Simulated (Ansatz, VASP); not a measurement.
Two plane-wave programs on Ti

```xyz
1
Lattice="-1.6476 1.6476 1.4189 1.6476 -1.6476 1.4189 1.6476 1.6476 -1.4189" Properties=species:S:1:pos:R:3 pbc="T T T"
Ti    0.0000    0.0000    0.0000
```

Alike in both runs: task single point; functional PBE; k mesh 22 × 22 × 22; occupations gaussian, width 0.15 eV; no spin polarisation.

|  | VASP | Ansatz |
| --- | --- | --- |
| version | VASP 6.6.1 | Ansatz 0.2.0 |
| potentials or method | VASP PAW PBE potentials, release 64 (Ti_sv), cutoff 520 eV | scalar-relativistic, plane waves, PAW |
| valence electrons in the cell | 12 | 12 |

Ansatz gave:

```
gap on the k mesh at the Fermi level (eV)                     : none
pressure (GPa)                                                : 14.5
traceless stress, the component that is largest in VASP (GPa) : 0.14
```

Task: Estimate VASP's values.

Result: gap on the k mesh at the Fermi level (eV): none; pressure (GPa): 14.0; traceless stress, the component that is largest in VASP (GPa): 0.08.

A gap of «none» marks a metal or a gap that the smearing closes.
